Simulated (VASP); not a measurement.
# TaTe (Fm-3m) in VASP: settings compared

TaTe is run at these levels: PBE, r2SCAN; tasks: single point.

All numbers are computed with VASP 6.6.1; they aren't measurements. Logs are shortened: lines on timing, memory, paths and dates and some standing lists are left out, and cuts for length are marked.

### 1 The cell of the first run

It takes space group Fm-3m (No. 225, cubic). Conventional cell: a = 5.780 Å, b = 5.780 Å, c = 5.780 Å, α = 90.00°, β = 90.00°, γ = 90.00°. Ta (site symmetry m-3m) has 6 Te at 2.89 Å within 3.8 Å. Te (site symmetry m-3m) has 6 Ta at 2.89 Å within 3.8 Å.

### 2 Single point, PBE, collinear spin, ferromagnetic start

INCAR reads:

```
PREC = Accurate
ENCUT = 520
EDIFF = 1E-6
ISMEAR = 0
SIGMA = 0.05
LREAL = F
LASPH = T
NELM = 150
ALGO = Normal
ISIF = 2
LWAVE = F
LCHARG = F
ISPIN = 2
MAGMOM = 2 0
LORBIT = 11
LMAXMIX = 4
GGA = PE
NBANDS = 20
```

KPOINTS reads:

```
Automatic mesh
0
Gamma
  6 6 6
```

POSCAR reads:

```
TaTe
1.0
    0.0000000000      2.8900000000      2.8900000000
    2.8900000000      0.0000000000      2.8900000000
    2.8900000000      2.8900000000      0.0000000000
Ta Te
1 1
Direct
    0.5000000000      0.5000000000      0.5000000000
    0.0000000000      0.0000000000      0.0000000000
```

Potentials or basis: VASP PAW PBE potentials, release 64 (Ta_pv, Te).

The run is started by

```
$ cat potpaw_PBE.64/Ta_pv/POTCAR potpaw_PBE.64/Te/POTCAR > POTCAR
$ mpirun -np 1 vasp_std > vasp.out
```

OUTCAR:

```text
PREC = Accurate
   ENCUT = 520
   EDIFF = 1E-6
   ISMEAR = 0
   LREAL = F
   LASPH = T
   NELM = 150
   ISIF = 2
   ISPIN = 2
   LORBIT = 11
   GGA = PE

 ion  position               nearest neighbor table
   1  0.500  0.500  0.500-   2 2.89   2 2.89   2 2.89   2 2.89   2 2.89   2 2.89
   2  0.000  0.000  0.000-   1 2.89   1 2.89   1 2.89   1 2.89   1 2.89   1 2.89

  LATTYP: Found a face centered cubic cell.
 ALAT       =     5.7800000000

  Lattice vectors:

 A1 = (   0.0000000000,   2.8900000000,   2.8900000000)
 A2 = (   2.8900000000,   0.0000000000,   2.8900000000)
 A3 = (   2.8900000000,   2.8900000000,   0.0000000000)

Analysis of symmetry for initial positions (statically):
=====================================================================
 Subroutine PRICEL returns:
 Original cell was already a primitive cell.

 Routine SETGRP: Setting up the symmetry group for a
 face centered cubic supercell.

 Subroutine GETGRP returns: Found 48 space group operations
[... 9 lines left out ...]

 Routine SETGRP: Setting up the symmetry group for a
 face centered cubic supercell.

 Subroutine GETGRP returns: Found 48 space group operations
 (whereof 48 operations were pure point group operations)
 out of a pool of 48 trial point group operations.

The dynamic configuration has the point symmetry O_h .

Analysis of structural, dynamic, and magnetic symmetry:
=====================================================================
 Subroutine PRICEL returns:
 Original cell was already a primitive cell.

 Routine SETGRP: Setting up the symmetry group for a
 face centered cubic supercell.

 Subroutine GETGRP returns: Found 48 space group operations
 (whereof 48 operations were pure point group operations)
 out of a pool of 48 trial point group operations.

The overall configuration has the point symmetry O_h .

 Subroutine INISYM returns: Found 48 space group operations
[... 5 lines left out ...]
                                     Primitive cell

  volume of cell :      48.2751

  direct lattice vectors                    reciprocal lattice vectors
     0.000000000  2.890000000  2.890000000    -0.173010381  0.173010381  0.173010381
     2.890000000  0.000000000  2.890000000     0.173010381 -0.173010381  0.173010381
     2.890000000  2.890000000  0.000000000     0.173010381  0.173010381 -0.173010381

  length of vectors
     4.087077195  4.087077195  4.087077195     0.299662769  0.299662769  0.299662769

  position of ions in fractional coordinates (direct lattice)
     0.500000000  0.500000000  0.500000000
     0.000000000  0.000000000  0.000000000

  ion indices of the primitive-cell ions
   primitive index   ion index
                 1           1
                 2           2

----------------------------------------------------------------------------------------

 KPOINTS: Automatic mesh

Automatic generation of k-mesh.
 Grid dimensions read from file:
 generate k-points for:    6    6    6

 Generating k-lattice:

  Cartesian coordinates                     Fractional coordinates (reciprocal lattice)
    -0.028835063  0.028835063  0.028835063     0.166666667  0.000000000  0.000000000
     0.028835063 -0.028835063  0.028835063     0.000000000  0.166666667  0.000000000
     0.028835063  0.028835063 -0.028835063     0.000000000  0.000000000  0.166666667

  Length of vectors
     0.049943795  0.049943795  0.049943795

  Shift w.r.t. Gamma in fractional coordinates (k-lattice)
     0.000000000  0.000000000  0.000000000

 Subroutine IBZKPT returns following result:
 ===========================================

 Found     16 irreducible k-points:

 Following reciprocal coordinates:
            Coordinates               Weight
  0.000000  0.000000  0.000000      1.000000
  0.166667  0.000000  0.000000      8.000000
  0.333333  0.000000  0.000000      8.000000
  0.500000  0.000000  0.000000      4.000000
  0.166667  0.166667  0.000000      6.000000
  0.333333  0.166667  0.000000     24.000000
[... 8 lines left out ...]
 -0.333333  0.333333  0.166667     24.000000
 -0.333333  0.500000  0.166667     12.000000
   k-points           NKPTS =     16   k-points in BZ     NKDIM =     16   number of bands    NBANDS=     20
   number of dos      NEDOS =    301   number of ions     NIONS =      2
   total plane-waves  NPLWV =  27000
   dimension x,y,z NGX =    30 NGY =   30 NGZ =   30
   dimension x,y,z NGXF=    60 NGYF=   60 NGZF=   60
   ions per type =               1   1
   NGX,Y,Z   is equivalent  to a cutoff of  12.20, 12.20, 12.20 a.u.
   NGXF,Y,Z  is equivalent  to a cutoff of  24.41, 24.41, 24.41 a.u.
 SYSTEM =  unknown system
   PREC   = accura    normal or accurate (medium, high low for compatibility)
   ISTART =      0    job   : 0-new  1-cont  2-samecut
   ICHARG =      2    charge: 1-file 2-atom 10-const
   ISPIN  =      2    spin polarized calculation?
   LNONCOLLINEAR =      F non collinear calculations
   LSORBIT =      F    spin-orbit coupling
   LASPH  =      T    aspherical Exc in radial PAW
   ENCUT  =  520.0 eV  38.22 Ry    6.18 a.u.   7.60  7.60  7.60*2*pi/ulx,y,z
   NELM   =    150;   NELMIN=  2; NELMDL= -5     # of ELM steps
   EDIFF  = 0.1E-05   stopping-criterion for ELM
   LREAL  =      F    real-space projection
   EDIFFG = 0.1E-04   stopping-criterion for IOM
   NSW    =      0    number of steps for IOM
   IBRION =     -1    ionic relax: 0-MD 1-quasi-New 2-CG
   NFREE  =      0    steps in history (QN), initial steepest desc. (CG)
   ISIF   =      2    stress and relaxation
   ISYM   =      2    0-nonsym 1-usesym 2-fastsym
   POTIM  = 0.5000    time-step for ionic-motion
   TEBEG  =    0.0;   TEEND  =   0.0 temperature during run
   PSTRESS=    0.0 pullay stress
   NELECT =      17.0000    total number of electrons
   NUPDOWN=      -1.0000    fix difference up-down
   EMIN   =  10.00;   EMAX   =-10.00  energy-range for DOS
   EFERMI =   0.00;   METHOD = LEGACY
   ISMEAR =     0;   SIGMA  =   0.05  broadening in eV -4-tet -1-fermi 0-gaus
   EFERMI_NEDOS =   21; number of points for ismear=-14 and -15
   IALGO  =     38    algorithm
   IMIX   =      4    mixing-type and parameters
     AMIX     =   0.40;   BMIX     =  1.00
     AMIX_MAG =   1.60;   BMIX_MAG =  1.00
  volume/ion in A,a.u.               =      24.14       162.89
  Fermi-wavevector in a.u.,A,eV,Ry     =   1.156068  2.184651 18.184087  1.336493
  Thomas-Fermi vector in A             =   2.292691
   LORBIT       =     11    0 simple, 1 ext, 2 COOP (PROOUT), +10 PAW based schemes
   GGA     = PE    functional components
   LHFCALC =     F    Hartree Fock is set to
   AEXX    =    0.0000 exact exchange contribution
   IVDW    =     0    specifies the selected vdW correction
   LEPSILON=     F    determine dielectric tensor
   LRPA    =     F    only Hartree local field effects (RPA)
 spin polarized calculation
 Gauss-broadening in eV      SIGMA  =   0.05
  energy-cutoff  :      520.00
  volume of cell :       48.28
 maximum number of plane-waves:      1315
   NGX = 15   NGY = 15   NGZ = 15

 number of electron      17.0000003 magnetization       0.3685417

 Free energy of the ion-electron system (eV)
  ---------------------------------------------------
  ext. energy  EPLUGINS =         0.00000000
  ---------------------------------------------------
  free energy    TOTEN  =       -13.33198194 eV

  energy without entropy =      -13.32759072  energy(sigma->0) =      -13.32978633

 E-fermi :   7.8220     XC(G=0): -10.8685

 val. band max:        7.7897928308   @ k =   0.5000   0.5000   0.0000
 cond. band min:       7.8228908752   @ k =   0.3333   0.1667   0.0000
 fundamental gap:      0.0330980444
 Fermi energy:         7.8220212869

 spin component 1

 k-point     1 :       0.0000    0.0000    0.0000
  band No.  band energies     occupation
      1     -27.7168      1.00000
      2     -27.7168      1.00000
      3     -27.7168      1.00000
      4      -6.2408      1.00000
      5       5.9872      1.00000
      6       5.9872      1.00000
[... 12 lines left out ...]
     19      18.3242      0.00000
     20      18.3242      0.00000

 k-point     2 :       0.1667    0.0000    0.0000
  band No.  band energies     occupation
      1     -27.7272      1.00000
      2     -27.7173      1.00000
      3     -27.7173      1.00000
      4      -5.9261      1.00000
      5       3.7381      1.00000
      6       4.5845      1.00000
[... 12 lines left out ...]
     19      18.8085      0.00000
     20      20.0295      0.00000
[... 280 lines left out ...]
      2     -27.7360      1.00000
      3     -27.7259      1.00000
      4      -4.6020      1.00000
      5       1.3904      1.00000
      6       2.6578      1.00000
[... 12 lines left out ...]
     19      20.6753      0.00000
     20      21.3313      0.00000

 k-point    16 :      -0.3333    0.5000    0.1667
  band No.  band energies     occupation
      1     -27.7468      1.00000
      2     -27.7366      1.00000
      3     -27.7309      1.00000
      4      -4.6642      1.00000
      5       2.1780      1.00000
      6       2.7430      1.00000
[... 12 lines left out ...]
     19      19.8690      0.00000
     20      20.6830      0.00000
 Fermi energy:         7.8220212869

 spin component 2

 k-point     1 :       0.0000    0.0000    0.0000
  band No.  band energies     occupation
      1     -27.5526      1.00000
      2     -27.5526      1.00000
      3     -27.5526      1.00000
      4      -6.2069      1.00000
      5       6.0018      1.00000
      6       6.0018      1.00000
[... 12 lines left out ...]
     19      18.4125      0.00000
     20      18.4125      0.00000

 k-point     2 :       0.1667    0.0000    0.0000
  band No.  band energies     occupation
      1     -27.5630      1.00000
      2     -27.5531      1.00000
      3     -27.5531      1.00000
      4      -5.8956      1.00000
      5       3.8079      1.00000
      6       4.6623      1.00000
[... 12 lines left out ...]
     19      18.9064      0.00000
     20      20.1263      0.00000
[... 281 lines left out ...]
      3     -27.5617      1.00000
      4      -4.5906      1.00000
      5       1.4736      1.00000
      6       2.7237      1.00000
[... 12 lines left out ...]
     19      20.8181      0.00000
     20      21.4505      0.00000

 k-point    16 :      -0.3333    0.5000    0.1667
  band No.  band energies     occupation
      1     -27.5825      1.00000
      2     -27.5723      1.00000
      3     -27.5667      1.00000
      4      -4.6502      1.00000
      5       2.2333      1.00000
      6       2.8222      1.00000
[... 12 lines left out ...]
     19      19.8843      0.00000
     20      20.8260      0.00000

------------------------ aborting loop because EDIFF is reached ----------------------------------------

  FORCE on cell =-STRESS in cart. coord.  units (eV):
  Direction    XX          YY          ZZ          XY          YZ          ZX
  --------------------------------------------------------------------------------------
  -------------------------------------------------------------------------------------
  Total       -1.3384704     -1.3384704     -1.3384704      0.0000000      0.0000000      0.0000000
  in kB      -44.4217662    -44.4217662    -44.4217662      0.0000000      0.0000000      0.0000000
  external PRESSURE =     -44.4217662 kB  Pullay stress =       0.0000000 kB

 VOLUME and BASIS-vectors are now :
 -----------------------------------------------------------------------------
  energy-cutoff  :      520.00
  volume of cell :       48.28
      direct lattice vectors                 reciprocal lattice vectors
     0.000000000  2.890000000  2.890000000    -0.173010381  0.173010381  0.173010381
     2.890000000  0.000000000  2.890000000     0.173010381 -0.173010381  0.173010381
     2.890000000  2.890000000  0.000000000     0.173010381  0.173010381 -0.173010381

 POSITION                                       TOTAL-FORCE (eV/Angst)
 -----------------------------------------------------------------------------------
      2.89000      2.89000      2.89000         0.000000     -0.000000      0.000000
      0.00000      0.00000      0.00000        -0.000000      0.000000     -0.000000
 -----------------------------------------------------------------------------------
    total drift:                                0.000000     -0.000000      0.000000

  FREE ENERGIE OF THE ION-ELECTRON SYSTEM (eV)
  ---------------------------------------------------
  free  energy   TOTEN  =       -13.3319819434 eV

  energy  without entropy=      -13.3275907184  energy(sigma->0) =      -13.32978633

 total charge

# of ion       s       p       d       tot
------------------------------------------
    1        0.286   6.050   2.375   8.711
    2        1.326   2.005   0.120   3.451
--------------------------------------------------
tot          1.612   8.055   2.495  12.162

 magnetization (x)

# of ion       s       p       d       tot
------------------------------------------
    1        0.010   0.002   0.248   0.259
    2        0.001  -0.010   0.007  -0.002
--------------------------------------------------
tot          0.011  -0.009   0.255   0.257
```

It took 21 s on 1 thread of Intel Xeon 6975P-C (Granite Rapids), shared host; peak memory 0.19 GiB.

Results:

```
Free energy                                           : -13.3320 eV
Pressure                                              : -4.4 GPa
Net moment                                            : 0.37 μB per cell
Site moments                                          : Ta +0.26; Te -0.00 μB
Valence electrons inside the program's atomic spheres : Ta 8.71; Te 3.45
```

Levels at points of the mesh, in eV from the Fermi level:
Spin up:
```csv
k point,band 7,band 8,band 9,band 10,band 11,band 12
"(0.00, 0.00, 0.00)",-1.83,-1.43,-1.43,-1.43,-1.01,-1.01
"(0.50, 0.00, 0.00)",-4.69,0.27,0.27,0.35,1.83,4.39
"(0.50, 0.50, 0.00)",-3.53,-2.89,-0.64,-0.21,0.92,0.92
```
Spin down:
```tsv
k point	band 5	band 6	band 7	band 8	band 9	band 10	band 11	band 12
(0.00, 0.00, 0.00)	-1.82	-1.82	-1.82	-1.23	-1.23	-1.23	-0.84	-0.84
(0.50, 0.00, 0.00)	-7.48	-4.60	-4.60	0.50	0.50	0.59	1.91	4.49
(0.50, 0.50, 0.00)	-5.84	-3.50	-3.50	-2.71	-0.45	-0.03	1.18	1.18
```

Caveat: spin-orbit coupling is left out, which moves the levels of the heavy elements.

(Part 1 of 3 ends here.)
